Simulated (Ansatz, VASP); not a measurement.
# Two plane-wave programs on Be3Cd2S

The input INCAR:

```
SYSTEM = Be3Cd2S
ALGO     = Normal         ! electronic algorithm
EDIFF    = 1E-6           ! SCF threshold, eV
EDIFFG   = -0.04          ! ionic threshold
ENCUT    = 600            ! plane-wave cutoff, eV
GGA      = PE             ! functional
IBRION   = 2              ! ionic algorithm
ISIF     = 3              ! what is computed and relaxed
ISMEAR   = 0              ! smearing method
LASPH    = .True.         ! aspherical terms in the spheres
LCHARG   = .False.        ! write CHGCAR
LREAL    = .False.        ! projectors in reciprocal space
LWAVE    = .False.        ! write WAVECAR
NELM     = 80             ! most SCF steps
NSW      = 90             ! ionic steps
PREC     = Accurate       ! precision mode
SIGMA    = 0.1            ! smearing width, eV
```

The input KPOINTS:

```
k-points
0
Gamma
  6 6 6
  0 0 0
```

Contents of POSCAR:

```
Be3Cd2S
1.0
    5.4852459500      0.0000000000      0.0000000000
   -2.7426229700      4.7503623400      0.0000000000
    0.0000000000      0.0000000000      3.3063177800
Be Cd S
3 2 1
Direct
    0.5000000000      0.0000000000      0.5000000000
    0.0000000000      0.5000000000      0.5000000000
    0.5000000000      0.5000000000      0.5000000000
    0.3333333300      0.6666666700      0.0000000000
    0.6666666700      0.3333333300      0.0000000000
    0.0000000000      0.0000000000      0.0000000000
```

Input for Ansatz:

```yaml
crystal:
  lattice:
    - [5.48524595, 0.0, 0.0]
    - [-2.74262297, 4.75036234, 0.0]
    - [0.0, 0.0, 3.30631778]
  atoms:
    - { symbol: Be, position: [0.5, 0.0, 0.5] }
    - { symbol: Be, position: [0.0, 0.5, 0.5] }
    - { symbol: Be, position: [0.5, 0.5, 0.5] }
    - { symbol: Cd, position: [0.33333333, 0.66666667, 0.0] }
    - { symbol: Cd, position: [0.66666667, 0.33333333, 0.0] }
    - { symbol: S, position: [0.0, 0.0, 0.0] }
basis:
  ecutwfc: 420
kpoints:
  mp_grid: { grid: [6, 6, 6] }
hamiltonian:
  xc: pbe
scf:
  occupations: { method: gaussian, width: 0.1 }
  lower_state_search: "off"
output:
  forces: true
  stress: true
  eigenvalues: true
relax:
  adjacent_minimum: "off"
  f_tol: 0.04
  max_steps: 70
  cell: { stress_tol: 0.4 }
```

Change from the starting cell: species swapped into the ScCo3B2 type (P6/mmm, No. 191).

Alike in both runs: task relaxation of cell and atoms; functional PBE; k mesh 6 × 6 × 6; occupations gaussian, width 0.1 eV; no spin polarisation.

|  | VASP | Ansatz |
| --- | --- | --- |
| version | VASP 6.6.1 | Ansatz 0.2.0 |
| potentials or method | VASP PAW PBE potentials, release 64 (Be, Cd, S), cutoff 600 eV | scalar-relativistic, plane waves, PAW |
| valence electrons in the cell | 36 | 52 |

```tsv
	VASP	Ansatz	Ansatz less VASP
gap on the k mesh at the Fermi level, each at its own relaxed structure (eV)	none	none	-
relaxed volume (Å³/atom)	16.19	16.21	+0.021
relaxed cell length with the largest relative difference (Å)	4.231	4.248	+0.0170
```

A gap of «none» marks a metal or a gap that the smearing closes. VASP's potentials hold 36 valence electrons a cell and Ansatz's 52, so a difference there can come from the potentials and not from the codes.
